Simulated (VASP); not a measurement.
Crystal: BAs2.

```xyz
3
Lattice="2.9319 0.0000 0.0000 0.0000 2.9319 0.0000 0.0000 0.0000 6.0492" Properties=species:S:1:pos:R:3 pbc="T T T"
B     0.0000    0.0000    0.0000
As    1.4659    1.4659    1.7845
As    1.4659    1.4659    4.2647
```

```yaml
Program: VASP 6.6.1
Task: relaxation of cell and atoms
Functional: PBE
Potentials_or_basis: VASP PAW PBE potentials, release 64 (B, As_d)
Cutoff: 600 eV
k_mesh: 6 × 6 × 4
Occupations: gaussian, width 0.1 eV
Spin: no spin polarisation
```

At the start: pressure -2.3 GPa; volume 17.33 Å³/atom.

Question: How do energy, volume and symmetry change on relaxing?

Answer: Over 21 steps the energy falls by 413.4 meV/atom and the volume is 20.16 Å³/atom (+16.3 %); space group P4/mmm (No. 123, to 0.05 Å).

The path:
| step | energy change (eV) | largest force (eV/Å) | pressure (GPa) | volume (Å³) |
| --- | --- | --- | --- | --- |
| 1 | 0.0000 | 1.6310 | -2.28 | 52.00 |
| 2 | -0.2224 | 0.9752 | -1.68 | 50.16 |
| 3 | -0.4140 | 0.9753 | 1.37 | 47.68 |
| 4 | -0.1548 | 0.9500 | 21.71 | 42.94 |
| 5 | -0.4842 | 0.7532 | 3.94 | 46.46 |
| 6 | -0.4888 | 0.1957 | 8.61 | 45.22 |
| 7 | -0.4992 | 0.5140 | 6.26 | 45.80 |
| 8 | -0.6664 | 0.3830 | 0.83 | 50.17 |
| 9 | -0.7538 | 1.0562 | -1.64 | 53.30 |
| 10 | -1.0659 | 1.5879 | -4.79 | 59.93 |
| 11 | -0.5591 | 3.9299 | 0.02 | 74.81 |
| 12 | -1.1669 | 1.0064 | -4.20 | 62.31 |
| 13 | -1.1810 | 0.8485 | -4.04 | 63.53 |
| 14 | -1.0622 | 1.9234 | 1.64 | 64.56 |
| 15 | -1.2060 | 0.1659 | -2.52 | 63.84 |
| 16 | -1.2062 | 0.1245 | -2.41 | 63.86 |
| 17 | -1.2308 | 0.0828 | -1.47 | 62.09 |
| 18 | -1.2393 | 0.1442 | -0.30 | 60.51 |
| 19 | -1.2393 | 0.1392 | -0.41 | 60.61 |
| 20 | -1.2395 | 0.1354 | 0.19 | 60.36 |
| 21 | -1.2401 | 0.0102 | -0.10 | 60.47 |

Final structure:
```
B As
1.0
     3.03971    0.00000    0.00000
     0.00000    3.03971    0.00000
     0.00000    0.00000    6.54483
B As
1 2
Cartesian
  0.0000 0.0000 0.0000
  1.5199 1.5199 1.1935
  1.5199 1.5199 5.3513
```

Caveat: the volume moved by over 15 % at a fixed basis, so the end points are rough; this functional lacks dispersion, which binds the layers, so the pressure and a relaxed spacing across them are unreliable.
